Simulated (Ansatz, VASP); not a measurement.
**One calculation of CuI2, two programs**

```xyz
3
Lattice="5.3024 0.0000 0.0000 0.0000 5.3024 0.0000 0.0000 0.0000 4.6333" Properties=species:S:1:pos:R:3 pbc="T T T"
I     2.6512    0.0000    0.0000
I     0.0000    2.6512    0.0000
Cu    0.0000    0.0000    0.0000
```

Alike in both runs: task single point; functional PBE; k mesh 5 × 5 × 6; occupations fermi-dirac, width 0.05 eV; no spin polarisation.

```csv
,VASP,Ansatz
version,VASP 6.6.1,Ansatz 0.2.0
potentials or method,"VASP PAW PBE potentials, release 64 (I, Cu)",Ansatz PAW
plane-wave cutoff (eV),520,420
valence electrons in the cell,25,53
```

```tsv
	VASP	Ansatz	Ansatz less VASP
gap on the k mesh at the Fermi level (eV)	none	none	-
pressure (GPa)	-0.6	-0.6	+0.01
traceless stress, the component that is largest in VASP (GPa)	0.92	0.92	-0.002
```

A gap of «none» marks a metal or a gap that the smearing closes. VASP's potentials hold 25 valence electrons a cell and Ansatz's 53, so a difference there can come from the potentials and not from the codes.

Spin-orbit coupling is off throughout.
